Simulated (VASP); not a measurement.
A run of VASP 6.6.1:

Contents of INCAR:

```
PREC = Accurate
ENCUT = 520
EDIFF = 1E-6
ISMEAR = 0
SIGMA = 0.1
LREAL = False
LASPH = True
NELM = 100
ALGO = Normal
ISIF = 2
LWAVE = False
LCHARG = False
GGA = PE
NBANDS = 35
```

Contents of KPOINTS:

```
regular mesh
0
Gamma
  4 4 6
```

The input POSCAR:

```
Zn4S
1.0
    5.3655869761      0.0000000000      0.0000000000
    0.0000000000      5.3655869761      0.0000000000
    0.0000000000      0.0000000000      3.4054991383
Zn S
4 1
Direct
    0.7358669838      0.7358669838      0.0000000000
    0.2641330162      0.2641330162      0.0000000000
    0.2641330162      0.7358669838      0.0000000000
    0.7358669838      0.2641330162      0.0000000000
    0.0000000000      0.0000000000      0.5000000000
```

Potentials or basis: VASP PAW PBE potentials, release 64 (Zn, S).

Launch:

```console
$ cat potpaw_PBE.64/Zn/POTCAR potpaw_PBE.64/S/POTCAR > POTCAR
$ mpirun -np 1 vasp_std > vasp.out
```

Hardware: 1 thread of Intel(R) Xeon(R) 6975P-C (Granite Rapids), on a shared host.

**Question.** How long does it take, and how much memory?

**Answer.** Wall time 32 s on 1 thread of Intel(R) Xeon(R) 6975P-C (Granite Rapids) (shared host), peak memory 0.23 GiB. Counts: scf iterations 13, k points 24.
